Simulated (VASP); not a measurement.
Write the native input for VASP 6.6.1 that does the following.

| Quantity | Value |
| --- | --- |
| Task | single point |
| Functional | r2SCAN |
| Potentials or basis | VASP PAW PBE potentials, release 64 (Fe) |
| Cutoff | 520 eV |
| k mesh | 26 × 26 × 26 |
| Occupations | fermi-dirac, width 0.1 eV |
| Spin | no spin polarisation |
| Dipole correction | no |
| Further INCAR settings | ALGO = Normal; EDIFF = 1e-07; NBANDS = 10 |

The system is Fe.

```
Fe
1.0
    -1.41757    1.41757    1.41757
     1.41757   -1.41757    1.41757
     1.41757    1.41757   -1.41757
Fe
1
Direct
  0.00000 0.00000 0.00000
```

This cell differs from its parent crystal: volume scaled by 1.12.

One way to write it, as run:

POSCAR

```
Fe
1.0
   -1.4175673240      1.4175673240      1.4175673240
    1.4175673240     -1.4175673240      1.4175673240
    1.4175673240      1.4175673240     -1.4175673240
Fe
1
Direct
    0.0000000000      0.0000000000      0.0000000000
```

INCAR.step1

```
SYSTEM = Fe
PREC     = Accurate       ! precision mode
ENCUT    = 520            ! plane-wave cutoff, eV
ISMEAR   = -1             ! smearing method
SIGMA    = 0.1            ! smearing width, eV
LREAL    = .False.        ! projectors in reciprocal space
LASPH    = .True.         ! aspherical terms in the spheres
NELM     = 60             ! most SCF steps
NBANDS   = 10             ! bands
GGA      = PE             ! functional
ALGO     = Normal         ! electronic algorithm
EDIFF    = 1E-4           ! SCF threshold, eV
LWAVE    = .True.         ! write WAVECAR
LCHARG   = .False.        ! write CHGCAR
```

INCAR.step2

```
SYSTEM = Fe
PREC     = Accurate       ! precision mode
ENCUT    = 520            ! plane-wave cutoff, eV
EDIFF    = 1E-7           ! SCF threshold, eV
ISMEAR   = -1             ! smearing method
SIGMA    = 0.1            ! smearing width, eV
LREAL    = .False.        ! projectors in reciprocal space
LASPH    = .True.         ! aspherical terms in the spheres
NELM     = 60             ! most SCF steps
ALGO     = Normal         ! electronic algorithm
ISIF     = 2              ! what is computed and relaxed
LWAVE    = .False.        ! write WAVECAR
LCHARG   = .False.        ! write CHGCAR
METAGGA  = R2SCAN         ! meta-GGA
LMIXTAU  = .True.       
NBANDS   = 10             ! bands
ISTART   = 1
```

KPOINTS

```
regular mesh
0
Gamma
  26 26 26
  0 0 0
```

Potentials or basis: VASP PAW PBE potentials, release 64 (Fe).

Command:

```bash
$ cat potpaw_PBE.64/Fe/POTCAR > POTCAR
$ cp INCAR.step1 INCAR
$ mpirun -np 1 vasp_std > vasp.out
$ cp INCAR.step2 INCAR
$ mpirun -np 1 vasp_std > vasp.out
```

Results of the run:

```json
{
 "Pressure": "-25.1 GPa",
 "Band gap on the k mesh": "zero (band 4 reaches 6.57 eV, above the bottom of band 5 at 4.74 eV)"
}
```

Caveat: the PAW data sets were made with another functional, which shifts forces and pressure a little; the run has no spin polarisation, though such a crystal can be magnetic.

It took 2.8 min on 1 thread of AMD EPYC 9R45 96-Core Processor (Zen 5) (shared host), peak memory 0.14 GiB.
